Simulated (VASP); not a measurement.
Set up this calculation in VASP 6.6.1, as the native input.

- Task: single point
- Functional: PBE
- Potentials or basis: VASP PAW PBE potentials, release 64 (Si, C)
- Cutoff: 520 eV
- k mesh: 12 × 12 × 12
- Occupations: gaussian, width 0.05 eV
- Spin: no spin polarisation
- Dipole correction: no
- Further INCAR settings: ALGO = Normal; EDIFF = 1e-07; NBANDS = 11

The structure of SiC lies in POSCAR:

```
SiC
1.0
    0.0000000000      2.3075434277      2.3075434277
    2.3075434277      0.0000000000      2.3075434277
    2.1890895317      2.1890895317      0.1184538960
Si C
1 1
Direct
    0.0000000000      0.0000000000      0.0000000000
    0.7500000000      0.7500000000      0.7500000000
```

These files were run (other wordings do the same):

INCAR

```
ALGO = Normal
EDIFF = 1E-7
ENCUT = 520
GGA = PE
ISIF = 2
ISMEAR = 0
LASPH = T
LCHARG = F
LREAL = F
LWAVE = F
NBANDS = 11
NELM = 80
PREC = Accurate
SIGMA = 0.05
```

KPOINTS

```
k-points
0
Gamma
  12 12 12
```

Potentials or basis: VASP PAW PBE potentials, release 64 (Si, C).

Command:

```bash
$ cat potpaw_PBE.64/Si/POTCAR potpaw_PBE.64/C/POTCAR > POTCAR
$ mpirun -np 1 vasp_std > vasp.out
```

It gave:

```yaml
Pressure: -12.3 GPa
Largest_force: 0.670 eV/Å
Band_gap_on_the_k_mesh: 1.16 eV, indirect (least direct gap 3.91 eV)
```

It took 26 s on 1 thread of AMD EPYC 9R45 96-Core Processor (Zen 5) (shared host), peak memory 0.14 GiB.
